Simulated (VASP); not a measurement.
**Ta: single point with PBEsol**

Crystal: Ta.

```
CELL_PARAMETERS angstrom
2.65750 0.00000 0.00000
-1.32875 2.30146 0.00000
0.00000 0.00000 6.15375
ATOMIC_POSITIONS crystal
Ta 0.66667 0.33333 0.75000
Ta 0.33333 0.66667 0.25000
```

This cell differs from its parent crystal: ratio of the length along z to the lengths across it x 1.3, volume and fractional coordinates fixed.

* Program: VASP 6.6.1
* Task: single point
* Functional: PBEsol
* Potentials or basis: VASP PAW PBE potentials, release 64 (Ta_pv)
* Cutoff: 520 eV
* k mesh: 21 × 21 × 10
* Occupations: gaussian, width 0.15 eV
* Spin: no spin polarisation
* Dipole correction: no
* Further INCAR settings: ALGO = Fast; EDIFF = 1e-07; NBANDS = 18

The pressure is 9.3 GPa and the band gap on the k mesh is zero (band 11 reaches 7.36 eV, above the bottom of band 12 at 4.27 eV).

Stress tensor (GPa, compression positive):
```
 29.69   0.00   0.00
  0.00  29.69   0.00
  0.00   0.00 -31.49
```

Levels at points of the mesh, in eV from the Fermi level:
```
           k point  band 9  band 10  band 11  band 12  band 13  band 14
(0.00, 0.00, 0.00)   -2.79    -1.68     0.82     0.82     0.97     0.97
(0.00, 0.00, 0.50)   -2.61    -2.61     0.88     0.88     0.88     0.88
```

Wall time 110 s on 1 thread of Intel(R) Xeon(R) Platinum 8559C (Emerald Rapids), on a shared host, peak memory 0.27 GiB.

Caveat: the PAW data sets were made with another functional, which shifts forces and pressure a little; spin-orbit coupling is left out, which moves the levels of the heavy elements.
